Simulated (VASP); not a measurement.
Set up this calculation in VASP 6.6.1, as the native input.

```
Task                   : single point
Functional             : PBE
Potentials or basis    : VASP PAW PBE potentials, release 64 (Eu, S)
Cutoff                 : 600 eV
k mesh                 : 5 × 5 × 3
Occupations            : fermi-dirac, width 0.03 eV
Spin                   : collinear spin, ferromagnetic start
Starting moments       : [7.0, 7.0, 0.0, 0.0] μB
Hubbard terms          : Eu f U = 5.2 eV
Dipole correction      : no
Further INCAR settings : ALGO = Normal; EDIFF = 1e-06; NBANDS = 35; ISYM = 0
```

The structure of EuS lies in POSCAR:

```
EuS
1.0
    0.0000000000      2.9785000000      2.9785000000
    2.9785000000      0.0000000000      2.9785000000
    5.9570000000      5.9570000000      0.0000000000
Eu S
2 2
Direct
    0.0000000000      0.0000000000      0.0000000000
    0.0000000000      0.0000000000      0.5000000000
    0.5000000000      0.5000000000      0.2500000000
    0.5000000000      0.5000000000      0.7500000000
```

The input as run:

INCAR

```
SYSTEM = EuS
ALGO = Normal
EDIFF = 1E-6
ENCUT = 600
GGA = PE
GGA_COMPAT = .False.
ISIF = 2
ISMEAR = -1
ISPIN = 2
ISYM = 0
LASPH = .True.
LCHARG = .True.
LDAU = .True.
LDAUJ = 0 0
LDAUL = 3 -1
LDAUPRINT = 1
LDAUTYPE = 2
LDAUU = 5.2 0
LELF = .True.
LMAXMIX = 6
LORBIT = 11
LREAL = .False.
LVHAR = .True.
LWAVE = .False.
MAGMOM = 7 7 0 0
NBANDS = 35
NELM = 200
PREC = Accurate
SIGMA = 0.03
```

KPOINTS

```
k-points
0
Gamma
  5 5 3
  0 0 0
```

Potentials or basis: VASP PAW PBE potentials, release 64 (Eu, S).

Command:

```sh
$ cat potpaw_PBE.64/Eu/POTCAR potpaw_PBE.64/S/POTCAR > POTCAR
$ mpirun -np 1 vasp_std > vasp.out
```

Results of the run:

- Pressure: 0.8 GPa
- Band gap on the k mesh: 0.35 eV
- Net moment: 14.00 μB per cell
- Site moments: Eu +6.71; S -0.06 μB
- Valence electrons inside the program's atomic spheres: Eu 14.88; S 3.77

Caveat: semilocal functionals underestimate gaps, and a narrow one can read as zero; spin-orbit coupling is left out, which moves the levels of the heavy elements; an odd mesh through Γ misses points on the zone boundary, where band edges can lie.

It took 8.1 min on 1 thread of Intel(R) Xeon(R) Platinum 8559C (Emerald Rapids), on a shared host, peak memory 0.52 GiB.
